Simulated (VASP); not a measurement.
Wanted: the native input for a VASP 6.6.1 run.

* Task: relaxation of cell and atoms
* Functional: PBE
* Potentials or basis: VASP PAW PBE potentials, release 64 (Si, C)
* Cutoff: 600 eV
* k mesh: 4 × 4 × 4
* Occupations: gaussian, width 0.1 eV
* Spin: no spin polarisation
* Dipole correction: no
* Further INCAR settings: ALGO = Normal; EDIFF = 1e-06; IBRION = 2; EDIFFG = -0.04; NSW = 90; ISIF = 3

The structure of Si4C lies in POSCAR:

```
Si4C
1.0
    4.0335312700      0.0000000000      0.0000000000
    0.0000000000      4.0335312700      0.0000000000
    0.0000000000      0.0000000000      4.0335312700
Si C
4 1
Direct
    0.0000000000      0.5000000000      0.5000000000
    0.5000000000      0.5000000000      0.0000000000
    0.5000000000      0.0000000000      0.5000000000
    0.0000000000      0.0000000000      0.0000000000
    0.5000000000      0.5000000000      0.5000000000
```

The cell was built from a structure type or drawn by symmetry, and may not be a known phase.

One way to write it, as run:

INCAR

```
SYSTEM = Si4C
PREC     = Accurate       ! precision mode
ENCUT    = 600            ! plane-wave cutoff, eV
EDIFF    = 1E-6           ! SCF threshold, eV
ISMEAR   = 0              ! smearing method
SIGMA    = 0.1            ! smearing width, eV
LREAL    = .FALSE.        ! projectors in reciprocal space
LASPH    = .TRUE.         ! aspherical terms in the spheres
NELM     = 100            ! most SCF steps
ALGO     = Normal         ! electronic algorithm
ISIF     = 3              ! what is computed and relaxed
LWAVE    = .FALSE.        ! write WAVECAR
LCHARG   = .FALSE.        ! write CHGCAR
GGA      = PE             ! functional
IBRION   = 2              ! ionic algorithm
NSW      = 90             ! ionic steps
EDIFFG   = -0.04          ! ionic threshold
```

KPOINTS

```
regular mesh
0
G
  4 4 4
  0 0 0
```

Potentials or basis: VASP PAW PBE potentials, release 64 (Si, C).

The run is started by

```sh
$ cat potpaw_PBE.64/Si/POTCAR potpaw_PBE.64/C/POTCAR > POTCAR
$ mpirun -np 1 vasp_std > vasp.out
```

It gave:

```yaml
Relaxed_volume: 13.60 Å³/atom
Relaxed_cell: a = 4.081 Å, b = 4.081 Å, c = 4.081 Å, α = 90.00°, β = 90.00°, γ = 90.00°
Space_group_after_relaxing_to_0.1_Å: Pm-3m (No. 221)
Energy_gained_by_relaxing: 6.1 meV/atom
Ionic_steps: 3
Pressure_after_relaxing: 0.0 GPa
Band_gap_on_the_k_mesh: zero (bands 10 and 11 overlap by 2.27 eV)
```

Caveat: the k points lie up to 0.38 Å⁻¹ apart in the final cell, too coarse for converged energies and pressures of a metal.

Wall time 23 s on 1 thread of Intel Xeon 8259CL, on a shared host, peak memory 0.17 GiB.
